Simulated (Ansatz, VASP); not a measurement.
## One calculation of ZnS, two programs

File INCAR:

```
SYSTEM = ZnS
PREC = Accurate
ENCUT = 520
EDIFF = 1E-7
ISMEAR = 0
SIGMA = 0.05
LREAL = .FALSE.
LASPH = .TRUE.
NELM = 80
ALGO = Normal
ISIF = 2
LWAVE = .FALSE.
LCHARG = .FALSE.
GGA = PE
NBANDS = 46
```

The input KPOINTS:

```
regular mesh
0
G
  8 8 2
  0 0 0
```

POSCAR

```
ZnS
1.0
   -3.8467234434      0.0000000000      0.0000000000
   -1.9233617217     -3.3313602233      0.0000000000
    0.0000000000      0.0000000000     15.5902250239
Zn S
4 4
Direct
    0.0000000000      0.0000000000      0.5299692292
    0.0000000000      0.0000000000      0.1261833633
    0.3333333333      0.3333333333      0.7318413001
    0.6666666667      0.6666666667      0.3280554341
    0.0000000000      0.0000000000      0.6811784361
    0.0000000000      1.0000000000      0.2773925702
    0.3333333333      0.3333333333      0.0757788500
    0.6666666667      0.6666666667      0.4795647160
```

Input for Ansatz:

```yaml
crystal:
  lattice:
    - [-3.8467234434, 0.0, 0.0]
    - [-1.9233617217, -3.3313602233, 0.0]
    - [0.0, 0.0, 15.5902250239]
  atoms:
    - { symbol: Zn, position: [0.0, 0.0, 0.5299692292] }
    - { symbol: Zn, position: [0.0, 0.0, 0.1261833633] }
    - { symbol: Zn, position: [0.3333333333, 0.3333333333, 0.7318413001] }
    - { symbol: Zn, position: [0.6666666667, 0.6666666667, 0.3280554341] }
    - { symbol: S, position: [0.0, 0.0, 0.6811784361] }
    - { symbol: S, position: [0.0, 1.0, 0.2773925702] }
    - { symbol: S, position: [0.3333333333, 0.3333333333, 0.07577885] }
    - { symbol: S, position: [0.6666666667, 0.6666666667, 0.479564716] }
basis:
  ecutwfc: 420
kpoints:
  mp_grid: { grid: [8, 8, 2] }
hamiltonian:
  xc: pbe
scf:
  occupations: { method: gaussian, width: 0.05 }
output:
  forces: true
  stress: true
  eigenvalues: true
  write_density: true
  write_potential: true
  elf: true
  volumetric_format: npy
```

Alike in both runs: task single point; functional PBE; k mesh 8 × 8 × 2; occupations gaussian, width 0.05 eV; no spin polarisation.

|  | VASP | Ansatz |
| --- | --- | --- |
| version | VASP 6.6.1 | Ansatz 0.2.0 |
| potentials or method | VASP PAW PBE potentials, release 64 (Zn, S), cutoff 520 eV | scalar-relativistic, plane waves, PAW |
| valence electrons in the cell | 72 | 72 |

VASP gave:

- gap on the k mesh at the Fermi level (eV): none
- pressure (GPa): -0.3
- traceless stress, the component that is largest in VASP (GPa): 1.33
- rms of the force components (eV/Å): 0.409

Task: Estimate Ansatz's values.

Result: gap on the k mesh at the Fermi level (eV): none; pressure (GPa): -0.4; traceless stress, the component that is largest in VASP (GPa): 1.34; rms of the force components (eV/Å): 0.409.

Atom by atom the forces differ by 0.004 eV/Å (rms over components). A gap of «none» marks a metal or a gap that the smearing closes.
